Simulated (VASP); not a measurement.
# BeTe: electric field gradients with PBE

Crystal: BeTe.

```
Be Te
1.0
     0.00000    2.72936    2.85310
     2.72936    0.00000    2.85310
     2.72936    2.72936    0.00000
Be Te
1 1
Direct
  0.00000 0.00000 0.00000
  0.75000 0.75000 0.75000
```

This cell differs from its parent crystal: z stretched by +3 % at fixed volume.

| Item | Value |
| --- | --- |
| Program | VASP 6.6.1 |
| Task | electric field gradients |
| Functional | PBE |
| Potentials or basis | VASP PAW PBE potentials, release 64 (Be, Te) |
| Cutoff | 520 eV |
| k mesh | 11 × 11 × 11 |
| Occupations | fermi-dirac, width 0.05 eV |
| Spin | no spin polarisation |
| Dipole correction | no |
| Further INCAR settings | ALGO = Normal; EDIFF = 1e-08; NBANDS = 11 |

The pressure is 4.4 GPa. The band gap on the k mesh is 1.68 eV (least direct gap 3.46 eV). The largest electric field gradient by atom is Be -0.4; Te +26.9 V/Å².

Stress tensor (GPa, compression positive):
```
5.44 0.00 0.00
0.00 5.44 0.00
0.00 0.00 2.43
```

Levels at points of the mesh, in eV from the valence-band top:
```csv
k point,band 1,band 2,band 3,band 4,band 5,band 6,band 7,band 8,band 9
"(0.00, 0.00, 0.00)",-12.72,-0.27,0.00,0.00,3.46,3.46,3.55,4.09,8.30
```

Electric field gradients, principal values (V/Å²):
```csv
atom,least,middle,greatest (by size)
1 Be,0.223,0.223,-0.445
2 Te,-13.474,-13.474,26.948
```

It took 2 min on 1 thread of Intel Xeon 8259CL, with other jobs on the host, peak memory 0.22 GiB.

Caveat: the cell stands under pressure; without QUAD_EFG the Cq values of the log hold for a quadrupole moment of 1 mb, not for the nuclei; spin-orbit coupling is left out, which moves the levels of the heavy elements; an odd mesh through Γ misses points on the zone boundary, where band edges can lie.
